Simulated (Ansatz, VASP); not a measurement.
## BN in VASP and in Ansatz

The input POSCAR:

```
BN
1.0
    2.5545348137      0.0000000000      0.0000000000
   -1.2772674068      2.2122920435      0.0000000000
    0.0000000000      0.0000000000      4.2245049667
B N
2 2
Direct
    0.3333333333      0.6666666667      0.3126939999
    0.6666666667      0.3333333333      0.8126939999
    0.6666666667      0.3333333333      0.1873060001
    0.3333333333      0.6666666667      0.6873060001
```

INCAR.step1

```
SYSTEM = BN
PREC = Accurate
ENCUT = 520
ISMEAR = 0
SIGMA = 0.02
LREAL = .False.
LASPH = .True.
NELM = 60
NBANDS = 16
GGA = PE
ALGO = Normal
EDIFF = 1E-4
LWAVE = .True.
LCHARG = .False.
```

Contents of INCAR.step2:

```
SYSTEM = BN
PREC = Accurate
ENCUT = 520
EDIFF = 1E-6
ISMEAR = 0
SIGMA = 0.02
LREAL = .False.
LASPH = .True.
NELM = 60
ALGO = Normal
ISIF = 2
LWAVE = .False.
LCHARG = .False.
METAGGA = R2SCAN
LMIXTAU = .True.
NBANDS = 16
ISTART = 1
```

The input KPOINTS:

```
Automatic mesh
0
Gamma
  12 12 6
  0 0 0
```

Input for Ansatz:

```yaml
crystal:
  lattice:
    - [2.5545348137, 0.0, 0.0]
    - [-1.2772674068, 2.2122920435, 0.0]
    - [0.0, 0.0, 4.2245049667]
  atoms:
    - { symbol: B, position: [0.3333333333, 0.6666666667, 0.3126939999] }
    - { symbol: B, position: [0.6666666667, 0.3333333333, 0.8126939999] }
    - { symbol: "N", position: [0.6666666667, 0.3333333333, 0.1873060001] }
    - { symbol: "N", position: [0.3333333333, 0.6666666667, 0.6873060001] }
basis:
  ecutwfc: 500
kpoints:
  mp_grid: { grid: [12, 12, 6] }
  band_path:
    path:
      - [[0.0, 0.0, 0.0], [0.5, 0.0, 0.0], [0.33333333, 0.33333333, 0.0], [0.0, 0.0, 0.0], [0.0, 0.0, 0.5], [0.5, 0.0, 0.5], [0.33333333, 0.33333333, 0.5], [0.0, 0.0, 0.5]]
      - [[0.5, 0.0, 0.5], [0.5, 0.0, 0.0]]
      - [[0.33333333, 0.33333333, 0.5], [0.33333333, 0.33333333, 0.0]]
    npoints: 14
hamiltonian:
  xc: r2scan
scf:
  occupations: { method: gaussian, width: 0.02 }
  n_extra_bands: 10
output:
  forces: true
  stress: true
  eigenvalues: true
  populations: true
  dos: { projected: true, de: 0.02, nscf_kmesh: { grid: [18, 18, 9] } }
  bader: true
  write_density: true
  write_potential: true
  elf: true
  volumetric_format: npy
```

Alike in both runs: task single point; functional r2SCAN; k mesh 12 × 12 × 6; occupations gaussian, width 0.02 eV; no spin polarisation.

```csv
,VASP,Ansatz
version,VASP 6.6.1,Ansatz 0.2.0
potentials or method,"VASP PAW PBE potentials, release 64 (B, N), cutoff 520 eV","scalar-relativistic, plane waves, PAW"
valence electrons in the cell,16,16
```

```csv
,VASP,Ansatz,Ansatz less VASP
gap on the k mesh at the Fermi level (eV),5.74,5.77,+0.033
least direct gap on the mesh (eV),8.92,8.95,+0.025
pressure (GPa),-3.6,-4.7,-1.07
"traceless stress, the component that is largest in VASP (GPa)",0.08,0.08,+0.002
rms of the force components (eV/Å),0.003,0.005,+0.0018
```

VASP's potentials were made for PBE, not for r2SCAN. Atom by atom the forces differ by 0.002 eV/Å (rms over components). With one functional, cell and mesh, what is left measures potentials, basis and numerics.
